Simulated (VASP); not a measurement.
# SrO (P6_3/mmc) in VASP: notebook

Runs on SrO. Level: r2SCAN. Tasks: single point.

Everything below comes from runs of VASP 6.6.1. Logs are shortened: lines on timing, memory, paths and dates and some standing lists are left out, and cuts for length are marked.

## 1. The cell of the first run

It takes space group P6_3/mmc (No. 194, hexagonal). Conventional cell: a = 3.547 Å, b = 3.547 Å, c = 6.209 Å, α = 90.00°, β = 90.00°, γ = 120.00°. Sr (site symmetry -6m2) has 6 O at 2.57 Å within 3.4 Å. O (site symmetry -3m) has 6 Sr at 2.57 Å and 2 O at 3.10 Å within 3.4 Å.

## 2. Single point, r2SCAN

POSCAR

```
SrO
1.0
    3.5469329766      0.0000000000      0.0000000000
   -1.7734664883      3.0717340633      0.0000000000
    0.0000000000      0.0000000000      6.2085721160
Sr O
2 2
Direct
    0.0000000000      0.0000000000      0.0000000000
    0.3333333333      0.6666666667      0.5000000000
    0.6666666667      0.3333333333      0.2500000000
    0.6666666667      0.3333333333      0.7500000000
```

INCAR.step1

```
  ALGO = Normal
  EDIFF = 1E-4
  ENCUT = 520
  GGA = PE
  ISMEAR = 0
  LASPH = T
  LCHARG = F
  LREAL = F
  LWAVE = T
  NBANDS = 24
  NELM = 60
  PREC = Accurate
  SIGMA = 0.02
```

INCAR.step2

```
  ALGO = Normal
  EDIFF = 1E-6
  ENCUT = 520
  ISIF = 2
  ISMEAR = 0
  ISTART = 1
  LASPH = T
  LCHARG = T
  LELF = T
  LMIXTAU = T
  LREAL = F
  LVHAR = T
  LWAVE = F
  METAGGA = R2SCAN
  NBANDS = 24
  NELM = 60
  PREC = Accurate
  SIGMA = 0.02
```

KPOINTS

```
k-points
0
Gamma
  6 6 6
```

Potentials or basis: VASP PAW PBE potentials, release 64 (Sr_sv, O).

Started as:

```
cat potpaw_PBE.64/Sr_sv/POTCAR potpaw_PBE.64/O/POTCAR > POTCAR
cp INCAR.step1 INCAR
mpirun -np 1 vasp_std > vasp.out
cp INCAR.step2 INCAR
mpirun -np 1 vasp_std > vasp.out
```

OUTCAR:

```text
EDIFF = 1E-6
   ENCUT = 520
   ISIF = 2
   ISMEAR = 0
   ISTART = 1
   LASPH = T
   LREAL = F
   METAGGA = R2SCAN
   NELM = 60
   PREC = Accurate

 ion  position               nearest neighbor table
   1  0.000  0.000  0.000-   3 2.57   4 2.57   3 2.57   4 2.57   3 2.57   4 2.57   2 3.72   2 3.72
                             2 3.72   2 3.72   2 3.72   2 3.72
   2  0.333  0.667  0.500-   3 2.57   4 2.57   3 2.57   4 2.57   3 2.57   4 2.57   1 3.72   1 3.72
                             1 3.72   1 3.72   1 3.72   1 3.72
   3  0.667  0.333  0.250-   2 2.57   1 2.57   2 2.57   1 2.57   1 2.57   2 2.57
   4  0.667  0.333  0.750-   2 2.57   1 2.57   2 2.57   1 2.57   1 2.57   2 2.57

  LATTYP: Found a hexagonal cell.
 ALAT       =     3.5469329766
 C/A-ratio  =     1.7504058174

  Lattice vectors:

 A1 = (   3.5469329766,   0.0000000000,   0.0000000000)
 A2 = (  -1.7734664883,   3.0717340633,   0.0000000000)
 A3 = (   0.0000000000,   0.0000000000,   6.2085721160)

Analysis of symmetry for initial positions (statically):
=====================================================================
 Subroutine PRICEL returns:
 Original cell was already a primitive cell.

 Routine SETGRP: Setting up the symmetry group for a
 hexagonal supercell.

 Subroutine GETGRP returns: Found 24 space group operations
 (whereof 12 operations were pure point group operations)
 out of a pool of 24 trial point group operations.

The static configuration has the point symmetry D_3h.
 The point group associated with its full space group is D_6h.

Analysis of symmetry for dynamics (positions and initial velocities):
=====================================================================
 Subroutine PRICEL returns:
 Original cell was already a primitive cell.

 Routine SETGRP: Setting up the symmetry group for a
 hexagonal supercell.

 Subroutine GETGRP returns: Found 24 space group operations
 (whereof 12 operations were pure point group operations)
 out of a pool of 24 trial point group operations.

The dynamic configuration has the point symmetry D_3h.
 The point group associated with its full space group is D_6h.

 Subroutine INISYM returns: Found 24 space group operations
 (whereof 12 operations are pure point group operations),
 and found     1 'primitive' translations

----------------------------------------------------------------------------------------

                                     Primitive cell

  volume of cell :      67.6439

  direct lattice vectors                    reciprocal lattice vectors
     3.546932977  0.000000000  0.000000000     0.281933718  0.162774508  0.000000000
    -1.773466488  3.071734063  0.000000000     0.000000000  0.325549015  0.000000000
     0.000000000  0.000000000  6.208572116     0.000000000  0.000000000  0.161067631

  length of vectors
     3.546932977  3.546932977  6.208572116     0.325549015  0.325549015  0.161067631

  position of ions in fractional coordinates (direct lattice)
     0.000000000  0.000000000  0.000000000
     0.333333333  0.666666667  0.500000000
     0.666666667  0.333333333  0.250000000
     0.666666667  0.333333333  0.750000000

  ion indices of the primitive-cell ions
   primitive index   ion index
                 1           1
                 2           2
                 3           3
                 4           4

----------------------------------------------------------------------------------------

 KPOINTS: k-points

Automatic generation of k-mesh.
 Grid dimensions read from file:
 generate k-points for:    6    6    6

 Generating k-lattice:

  Cartesian coordinates                     Fractional coordinates (reciprocal lattice)
     0.046988953  0.027129085  0.000000000     0.166666667  0.000000000  0.000000000
     0.000000000  0.054258169  0.000000000     0.000000000  0.166666667  0.000000000
     0.000000000  0.000000000  0.026844605     0.000000000  0.000000000  0.166666667

  Length of vectors
     0.054258169  0.054258169  0.026844605

  Shift w.r.t. Gamma in fractional coordinates (k-lattice)
     0.000000000  0.000000000  0.000000000

 Subroutine IBZKPT returns following result:
 ===========================================

 Found     28 irreducible k-points:

 Following reciprocal coordinates:
            Coordinates               Weight
  0.000000  0.000000  0.000000      1.000000
  0.166667 -0.000000  0.000000      6.000000
  0.333333 -0.000000  0.000000      6.000000
  0.500000  0.000000  0.000000      3.000000
  0.166667  0.166667  0.000000      6.000000
  0.333333  0.166667  0.000000     12.000000
[... 16 lines left out ...]
  0.166667 -0.000000  0.500000      6.000000
  0.333333 -0.000000  0.500000      6.000000
 [... further k-points ...]
   k-points           NKPTS =     28   k-points in BZ     NKDIM =     28   number of bands    NBANDS=     24
   number of dos      NEDOS =    301   number of ions     NIONS =      4
   total plane-waves  NPLWV =  37632
   dimension x,y,z NGX =    28 NGY =   28 NGZ =   48
   dimension x,y,z NGXF=    56 NGYF=   56 NGZF=   96
   ions per type =               2   2
   NGX,Y,Z   is equivalent  to a cutoff of  13.12, 13.12, 12.85 a.u.
   NGXF,Y,Z  is equivalent  to a cutoff of  26.25, 26.25, 25.71 a.u.
 SYSTEM =  unknown system
   PREC   = accura    normal or accurate (medium, high low for compatibility)
   ISTART =      1    job   : 0-new  1-cont  2-samecut
   ICHARG =      0    charge: 1-file 2-atom 10-const
   ISPIN  =      1    spin polarized calculation?
   LNONCOLLINEAR =      F non collinear calculations
   LSORBIT =      F    spin-orbit coupling
   LASPH  =      T    aspherical Exc in radial PAW
   ENCUT  =  520.0 eV  38.22 Ry    6.18 a.u.   6.59  6.59 11.54*2*pi/ulx,y,z
   NELM   =     60;   NELMIN=  2; NELMDL=  0     # of ELM steps
   EDIFF  = 0.1E-05   stopping-criterion for ELM
   LREAL  =      F    real-space projection
   EDIFFG = 0.1E-04   stopping-criterion for IOM
   NSW    =      0    number of steps for IOM
   IBRION =     -1    ionic relax: 0-MD 1-quasi-New 2-CG
   NFREE  =      0    steps in history (QN), initial steepest desc. (CG)
   ISIF   =      2    stress and relaxation
   ISYM   =      2    0-nonsym 1-usesym 2-fastsym
   POTIM  = 0.5000    time-step for ionic-motion
   TEBEG  =    0.0;   TEEND  =   0.0 temperature during run
   PSTRESS=    0.0 pullay stress
   NELECT =      32.0000    total number of electrons
   NUPDOWN=      -1.0000    fix difference up-down
   EMIN   =  10.00;   EMAX   =-10.00  energy-range for DOS
   EFERMI =   0.00;   METHOD = LEGACY
   ISMEAR =     0;   SIGMA  =   0.02  broadening in eV -4-tet -1-fermi 0-gaus
   EFERMI_NEDOS =   21; number of points for ismear=-14 and -15
   IALGO  =     38    algorithm
   IMIX   =      4    mixing-type and parameters
     AMIX     =   0.40;   BMIX     =  1.00
     AMIX_MAG =   1.60;   BMIX_MAG =  1.00
  volume/ion in A,a.u.               =      16.91       114.12
  Fermi-wavevector in a.u.,A,eV,Ry     =   1.275603  2.410539 22.138882  1.627162
  Thomas-Fermi vector in A             =   2.408306
   LORBIT       =      0    0 simple, 1 ext, 2 COOP (PROOUT), +10 PAW based schemes
   METAGGA = R2SCAN    functional components
   LHFCALC =     F    Hartree Fock is set to
   AEXX    =    0.0000 exact exchange contribution
   IVDW    =     0    specifies the selected vdW correction
   LEPSILON=     F    determine dielectric tensor
   LRPA    =     F    only Hartree local field effects (RPA)
 non-spin polarized calculation
 Gauss-broadening in eV      SIGMA  =   0.02
  energy-cutoff  :      520.00
  volume of cell :       67.64
 maximum number of plane-waves:      1853
 NGX is ok and might be reduce to    28
   NGX = 13   NGY = 13   NGZ = 23

 number of electron      32.0000000 magnetization

 Free energy of the ion-electron system (eV)
  ---------------------------------------------------
  ext. energy  EPLUGINS =         0.00000000
  ---------------------------------------------------
  free energy    TOTEN  =       -53.74555352 eV

  energy without entropy =      -53.74555352  energy(sigma->0) =      -53.74555352

 E-fermi :   2.1400     XC(G=0): -10.6023

 val. band max:        1.9391905951   @ k =   0.0000   0.0000   0.0000
 cond. band min:       5.4333829978   @ k =   0.5000   0.0000   0.0000
 fundamental gap:      3.4941924027
 Fermi energy:         2.1399908222

 k-point     1 :       0.0000    0.0000    0.0000
  band No.  band energies     occupation
      1     -32.1478      2.00000
      2     -32.0364      2.00000
      3     -15.9655      2.00000
      4     -14.5746      2.00000
      5     -13.2019      2.00000
      6     -13.2019      2.00000
[... 16 lines left out ...]
     23       9.9553      0.00000
     24      10.8039      0.00000

 k-point     2 :       0.1667   -0.0000    0.0000
  band No.  band energies     occupation
      1     -32.1123      2.00000
      2     -32.0151      2.00000
      3     -15.7515      2.00000
      4     -15.0065      2.00000
      5     -13.4371      2.00000
      6     -13.2905      2.00000
[... 16 lines left out ...]
     23      10.2853      0.00000
     24      10.4136      0.00000

 k-point     3 :       0.3333   -0.0000    0.0000
  band No.  band energies     occupation
      1     -32.0364      2.00000
      2     -31.9757      2.00000
      3     -15.6218      2.00000
      4     -15.1776      2.00000
      5     -13.8649      2.00000
      6     -13.4331      2.00000
[... 16 lines left out ...]
     23      11.2819      0.00000
     24      11.3936      0.00000
[... 514 lines left out ...]
 k-point    23 :       0.1667   -0.0000    0.5000
  band No.  band energies     occupation
      1     -32.0640      2.00000
      2     -32.0640      2.00000
      3     -15.3987      2.00000
      4     -15.3987      2.00000
      5     -13.3732      2.00000
      6     -13.3732      2.00000
[... 16 lines left out ...]
     23      10.0827      0.00000
     24      10.0827      0.00000

 k-point    24 :       0.3333   -0.0000    0.5000
  band No.  band energies     occupation
      1     -32.0062      2.00000
      2     -32.0061      2.00000
      3     -15.4417      2.00000
      4     -15.4417      2.00000
      5     -13.4915      2.00000
      6     -13.4915      2.00000
[... 16 lines left out ...]
     23      11.1570      0.00000
     24      11.1570      0.00000

 [... further k-points ...]
[... 5 lines left out ...]
  --------------------------------------------------------------------------------------
  -------------------------------------------------------------------------------------
  Total        0.2393994      0.2393994      0.2331582      0.0000000     -0.0000000     -0.0000000
  in kB        5.6702914      5.6702914      5.5224643      0.0000000     -0.0000000     -0.0000000
  external PRESSURE =       5.6210157 kB  Pullay stress =       0.0000000 kB

 VOLUME and BASIS-vectors are now :
 -----------------------------------------------------------------------------
  energy-cutoff  :      520.00
  volume of cell :       67.64
      direct lattice vectors                 reciprocal lattice vectors
     3.546932977  0.000000000  0.000000000     0.281933718  0.162774508  0.000000000
    -1.773466488  3.071734063  0.000000000     0.000000000  0.325549015  0.000000000
     0.000000000  0.000000000  6.208572116     0.000000000  0.000000000  0.161067631

 POSITION                                       TOTAL-FORCE (eV/Angst)
 -----------------------------------------------------------------------------------
      0.00000      0.00000      0.00000        -0.000000      0.000000      0.000000
     -0.00000      2.04782      3.10429         0.000000      0.000000      0.000000
      1.77347      1.02391      1.55214         0.000000     -0.000000     -0.000000
      1.77347      1.02391      4.65643        -0.000000     -0.000000      0.000000
 -----------------------------------------------------------------------------------
    total drift:                                0.000000     -0.000000      0.000000

  FREE ENERGIE OF THE ION-ELECTRON SYSTEM (eV)
  ---------------------------------------------------
  free  energy   TOTEN  =       -53.7455535224 eV

  energy  without entropy=      -53.7455535224  energy(sigma->0) =      -53.74555352
```

Wall time 80 s (1 thread of Intel Xeon 6975P-C (Granite Rapids), shared host); peak memory 0.22 GiB.

Results:

| Property | Result |
| --- | --- |
| Free energy | -53.7456 eV |
| Pressure | 0.6 GPa |
| Band gap on the k mesh | 3.49 eV, indirect (least direct gap 3.70 eV) |

Caveat: the PAW data sets were made with another functional, which shifts forces and pressure a little. A k mesh can miss the band edges.

## 3. Single point, r2SCAN

This run uses another cell than the first one, of 17.20 Å³/atom, 1.017 times its volume.

POSCAR

```
SrO
1.0
    3.5634466809      0.0000000000      0.0000000000
   -1.7817233405      3.0860353507      0.0000000000
    0.0000000000      0.0000000000      6.2552908752
Sr O
2 2
Direct
    0.0000000000      0.0000000000      0.0000000000
    0.0000000000      0.0000000000      0.5000000000
    0.3333333333      0.6666666667      0.2500000000
    0.6666666667      0.3333333333      0.7500000000
```

INCAR.step1

```
SYSTEM = SrO
  PREC = Accurate
  ENCUT = 520
  ISMEAR = 0
  SIGMA = 0.02
  LREAL = .FALSE.
  LASPH = .TRUE.
  NELM = 80
  NBANDS = 24
  GGA = PE
  ALGO = Normal
  EDIFF = 1E-4
  LWAVE = .TRUE.
  LCHARG = .FALSE.
```

INCAR.step2

```
SYSTEM = SrO
  PREC = Accurate
  ENCUT = 520
  EDIFF = 1E-7
  ISMEAR = 0
  SIGMA = 0.02
  LREAL = .FALSE.
  LASPH = .TRUE.
  NELM = 80
  ALGO = Normal
  ISIF = 2
  LWAVE = .FALSE.
  LCHARG = .FALSE.
  METAGGA = R2SCAN
  LMIXTAU = .TRUE.
  NBANDS = 24
  ISTART = 1
```

KPOINTS

```
regular mesh
0
G
  6 6 6
  0 0 0
```

Potentials or basis: VASP PAW PBE potentials, release 64 (Sr_sv, O).

Started as:

```
cat potpaw_PBE.64/Sr_sv/POTCAR potpaw_PBE.64/O/POTCAR > POTCAR
cp INCAR.step1 INCAR
mpirun -np 1 vasp_std > vasp.out
cp INCAR.step2 INCAR
mpirun -np 1 vasp_std > vasp.out
```

It took 92 s on 1 thread of Intel Xeon 6975P-C (Granite Rapids), shared host; peak memory 0.21 GiB.

The run converged. Its results:

| Property | Result |
| --- | --- |
| Free energy | -53.5030 eV |
| Pressure | 0.6 GPa |
| Band gap on the k mesh | 3.94 eV, direct |

Stress tensor (GPa, compression positive):
```
0.51 0.00 0.00
0.00 0.51 0.00
0.00 0.00 0.66
```

Levels at points of the mesh, in eV from the valence-band top:
| k point | band 14 | band 15 | band 16 | band 17 | band 18 | band 19 |
| --- | --- | --- | --- | --- | --- | --- |
| (0.00, 0.00, 0.00) | -0.14 | 0.00 | 0.00 | 3.94 | 5.02 | 7.13 |
| (0.50, 0.00, 0.00) | -0.56 | -0.27 | -0.10 | 4.15 | 6.27 | 7.46 |
| (0.00, 0.00, 0.50) | -0.52 | -0.52 | -0.52 | 5.89 | 5.89 | 7.15 |
| (0.50, 0.00, 0.50) | -0.84 | -0.61 | -0.61 | 5.34 | 5.34 | 8.82 |

Caveat: the PAW data sets were made with another functional, which shifts forces and pressure a little. A k mesh can miss the band edges.
